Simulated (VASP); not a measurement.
Crystal: Li.

```
Li
1.0
     2.79379    0.00000    0.00000
     0.00000    2.79379    0.00000
     0.00000    0.00000    2.79379
Li
1
Direct
  0.00000 0.00000 0.00000
```

This isn't the form of Li at room conditions, which is bcc.

- Program: VASP 6.6.1
- Task: relaxation of cell and atoms
- Functional: PBE
- Potentials or basis: VASP PAW PBE potentials, release 64 (Li_sv)
- Cutoff: 600 eV
- k mesh: 14 × 14 × 14
- Occupations: fermi-dirac, width 0.05 eV
- Spin: no spin polarisation

At the start: pressure -0.8 GPa; volume 21.81 Å³/atom.

Question: How do energy, volume and symmetry change on relaxing?

Answer: Over 4 steps the energy falls by 4.7 meV/atom and the volume is 20.11 Å³/atom (-7.8 %); space group Pm-3m (No. 221, to 0.1 Å) before and after.

The path:
```
step  energy change (eV)  largest force (eV/Å)  pressure (GPa)  volume (Å³)
   1              0.0000                0.0000           -0.85        21.81
   2             -0.0017                0.0000           -0.69        21.44
   3             -0.0045                0.0000           -0.19        20.46
   4             -0.0047                0.0000            0.01        20.11
```

Final structure:
```
Li
1.0
     2.71929    0.00000    0.00000
     0.00000    2.71929    0.00000
     0.00000    0.00000    2.71929
Li
1
Direct
  0.00000 0.00000 0.00000
```

Caveat: the cutoff is under 1.25 times the usual one of these potentials, so pressure, stress and relaxed cells hold a basis-set (Pulay) error.
